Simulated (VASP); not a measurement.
# GdO (F-43m) in VASP: notebook, part 2 of 2

VASP 6.6.1.

## (4) Vibrations by perturbation theory, PBE, collinear spin, ferromagnetic start

INCAR

```
SYSTEM = GdO
PREC = Accurate ; ENCUT = 520
EDIFF = 1E-8 ; ISMEAR = -1
SIGMA = 0.05 ; LREAL = .FALSE.
LASPH = .TRUE. ; NELM = 150
ALGO = Normal ; ISIF = 2
LWAVE = .FALSE. ; LCHARG = .TRUE.
ISPIN = 2 ; MAGMOM = 7 0
LORBIT = 11 ; LMAXMIX = 6
GGA = PE ; IBRION = 8
NSW = 1
```

KPOINTS

```
Automatic mesh
0
G
  8 8 8
  0 0 0
```

POSCAR

```
GdO
1.0
    0.0000000000      2.7000000000      2.7000000000
    2.7000000000      0.0000000000      2.7000000000
    2.7000000000      2.7000000000      0.0000000000
Gd O
1 1
Direct
    0.0000000000      0.0000000000      0.0000000000
    0.2500000000      0.2500000000      0.2500000000
```

Potentials or basis: VASP PAW PBE potentials, release 64 (Gd, O).

Command:

```
$ cat potpaw_PBE.64/Gd/POTCAR potpaw_PBE.64/O/POTCAR > POTCAR
$ mpirun -np 1 vasp_std > vasp.out
```

OUTCAR:

```text
SYSTEM = GdO
   PREC = Accurate
   ENCUT = 520
   EDIFF = 1E-8
   ISMEAR = -1
   LREAL = .FALSE.
   LASPH = .TRUE.
   NELM = 150
   ISIF = 2
   ISPIN = 2
   LORBIT = 11
   GGA = PE
   IBRION = 8
   NSW = 1

 ion  position               nearest neighbor table
   1  0.000  0.000  0.000-   2 2.34   2 2.34   2 2.34   2 2.34
   2  0.250  0.250  0.250-   1 2.34   1 2.34   1 2.34   1 2.34

  LATTYP: Found a face centered cubic cell.
 ALAT       =     5.4000000000

  Lattice vectors:

 A1 = (   0.0000000000,   2.7000000000,   2.7000000000)
 A2 = (   2.7000000000,   0.0000000000,   2.7000000000)
 A3 = (   2.7000000000,   2.7000000000,   0.0000000000)

Analysis of symmetry for initial positions (statically):
=====================================================================
 Subroutine PRICEL returns:
 Original cell was already a primitive cell.

 Routine SETGRP: Setting up the symmetry group for a
 face centered cubic supercell.

 Subroutine GETGRP returns: Found 24 space group operations
 (whereof 24 operations were pure point group operations)
 out of a pool of 48 trial point group operations.

The static configuration has the point symmetry T_d .

Analysis of symmetry for dynamics (positions and initial velocities):
=====================================================================
 Subroutine PRICEL returns:
 Original cell was already a primitive cell.

 Routine SETGRP: Setting up the symmetry group for a
 face centered cubic supercell.
[... 1322 lines left out ...]

------------------------ aborting loop because EDIFF is reached ----------------------------------------

[... ionic steps 5 to 6 ...]

--------------------------------------- Ionic step        7  -------------------------------------------

 Free energy of the ion-electron system (eV)
  ---------------------------------------------------
  ---------------------------------------------------
  free energy    TOTEN  =        -0.36803706 eV

  energy without entropy =       -0.36803706

------------------------ aborting loop because EDIFF is reached ----------------------------------------

 INTERNAL STRAIN TENSOR  FOR ION    2  DIRECTION 1   (eV/Angst):
 -----------------------------------------------------------------------------
     0.00207  0.00000 -0.00000
     0.00000 -0.00456 -2.24769
    -0.00000 -2.24769 -0.00456

 INTERNAL STRAIN TENSOR FOR ION    2 for displacements in x,y,z  (eV/Angst):
          X           Y           Z          XY          YZ          ZX
  --------------------------------------------------------------------------------
  x     0.00000     0.00000     0.00000     0.00000    -2.24769    -0.00000
  y     0.00000    -0.00000     0.00000     0.00000     0.00000    -2.24769
  z     0.00000     0.00000     0.00000    -2.24769     0.00000     0.00000

 SECOND DERIVATIVES (NOT SYMMETRIZED)
 ------------------------------------
               1X          1Y          1Z          2X          2Y          2Z
  1X    -1.656487    0.000000    0.000000    1.656487    0.000000    0.000000
  1Y     0.000000   -1.656487    0.000000    0.000000    1.656487    0.000000
  1Z     0.000000    0.000000   -1.656487    0.000000    0.000000    1.656487
  2X     1.282415    0.000000    0.000000   -1.282415    0.000000    0.000000
  2Y     0.000000    1.282415    0.000000    0.000000   -1.282415    0.000000
  2Z     0.000000    0.000000    1.282415    0.000000    0.000000   -1.282415

 Eigenvectors and eigenvalues of the dynamical matrix
 ----------------------------------------------------

   1 f  =    4.711777 THz    29.604970 2PiTHz  157.167974 cm-1    19.486336 meV
             X         Y         Z           dx          dy          dz
      0.000000  0.000000  0.000000    -0.342714    0.000000    0.000000
      1.350000  1.350000  1.350000     0.939440    0.000000    0.000000
[... 21 lines left out ...]
   6 f/i=    0.193413 THz     1.215250 2PiTHz    6.451567 cm-1     0.799892 meV
             X         Y         Z           dx          dy          dz
      0.000000  0.000000  0.000000     0.000000    0.000000    0.939440
      1.350000  1.350000  1.350000     0.000000    0.000000    0.342714

--------------------------------------------------------------------------------------------------------

 ELASTIC MODULI CONTR FROM IONIC RELAXATION (kBar)
 Direction    XX          YY          ZZ          XY          YZ          ZX
 --------------------------------------------------------------------------------
 XX          -0.0000     -0.0000      0.0000      0.0000     -0.0000     -0.0000
 YY          -0.0000     -0.0000     -0.0000      0.0000      0.0000     -0.0000
 ZZ           0.0000     -0.0000     -0.0000     -0.0000      0.0000     -0.0000
 XY           0.0000      0.0000     -0.0000   -134.9546      0.0000      0.0000
 YZ          -0.0000      0.0000      0.0000      0.0000   -134.9546     -0.0000
 ZX          -0.0000     -0.0000     -0.0000      0.0000     -0.0000   -134.9546
 --------------------------------------------------------------------------------

 total charge

# of ion       s       p       d       f       tot
--------------------------------------------------
    1        2.032   5.634   0.475   7.073  15.215
    2        1.568   3.427   0.000   0.000   4.995
--------------------------------------------------
tot          3.601   9.061   0.475   7.073  20.210

 magnetization (x)

# of ion       s       p       d       f       tot
--------------------------------------------------
    1        0.001  -0.056   0.178   6.745   6.868
    2        0.002  -0.020   0.000   0.000  -0.018
--------------------------------------------------
tot          0.003  -0.076   0.178   6.745   6.850
```

Run time: 8.4 min. Hardware: 1 thread of Intel Xeon 6975P-C (Granite Rapids), shared host; peak memory 0.48 GiB.

Results:

```
Net moment                                              : 7.56 μB per cell
Site moments                                            : Gd +6.87; O -0.02 μB
Valence electrons inside the program's atomic spheres   : Gd 15.21; O 5.00
Highest phonon frequency at Γ, LO-TO splitting left out : 157 cm⁻¹
```

Phonon frequencies in cm⁻¹ (negative: imaginary):
| q point | frequencies |
| --- | --- |
| (0.000, 0.000, 0.000) | -6 -6 -6 157 157 157 |

Caveat: spin-orbit coupling is left out, which moves the levels of the heavy elements; a cell with one magnetic atom can't hold antiferromagnetic order, which such compounds often take; semilocal functionals describe open f shells poorly, which spoils levels, moments and volumes. The state reached can hang on the start; a lower one may exist.

## (5) Overview

```csv
task,level,spin,U,k mesh,smearing,gap on the mesh (eV),pressure (GPa),moment (μB)
single point,PBEsol+U,"collinear, ferromagnetic start",Gd f U = 5.0 eV,6 × 6 × 6,gaussian 0.05 eV,none,-3.9,7.88
single point,PBE+U,"non-collinear, typed start",Gd f U = 7.0 eV,6 × 6 × 6,gaussian 0.05 eV,none,0.0,7.92
vibrations by perturbation theory,PBE,"collinear, ferromagnetic start",-,8 × 8 × 8,fermi-dirac 0.05 eV,-,-,7.56
```

Alike in all rows: potentials or basis VASP PAW PBE potentials, release 64 (Gd, O); cell as given; cutoff (eV) 520.

Caveats: spin-orbit coupling is left out, which moves the levels of the heavy elements; a cell with one magnetic atom can't hold antiferromagnetic order, which such compounds often take; the cell stands under tension (at least some runs); the PAW data sets were made with another functional, which shifts forces and pressure a little (at least some runs); semilocal functionals describe open f shells poorly, which spoils levels, moments and volumes (at least some runs).

Total energies depend on the potentials used, so only differences within one code and one set of settings carry meaning.
